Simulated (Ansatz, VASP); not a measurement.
# Two plane-wave programs on Re

```
CELL_PARAMETERS angstrom
0.00000 1.87131 1.97500
2.07869 0.00000 1.97500
2.07869 1.87131 0.00000
ATOMIC_POSITIONS crystal
Re 0.00000 0.00000 0.00000
```

Change from the starting cell: strain +0.0525 x Voigt [1, -1, 0, 0, 0, 0], atoms carried along.

Alike in both runs: task single point; functional PBEsol; k mesh 20 × 20 × 20; occupations gaussian, width 0.15 eV; no spin polarisation.

```csv
,VASP,Ansatz
version,VASP 6.6.1,Ansatz 0.2.0
potentials or method,"VASP PAW PBE potentials, release 64 (Re), cutoff 520 eV","scalar-relativistic, plane waves, PAW"
valence electrons in the cell,7,15
```

Ansatz gave:

| Quantity | Value |
| --- | --- |
| gap on the k mesh at the Fermi level (eV) | none |
| pressure (GPa) | -16.6 |
| traceless stress, the component that is largest in VASP (GPa) | -14.05 |

What did VASP give for the same quantities?

gap on the k mesh at the Fermi level (eV): none; pressure (GPa): -17.1; traceless stress, the component that is largest in VASP (GPa): -13.90.

VASP's potentials were made for PBE, not for PBEsol. A gap of «none» marks a metal or a gap that the smearing closes. VASP's potentials hold 7 valence electrons a cell and Ansatz's 15, so a difference there can come from the potentials and not from the codes.

Neither program's run includes spin-orbit coupling.
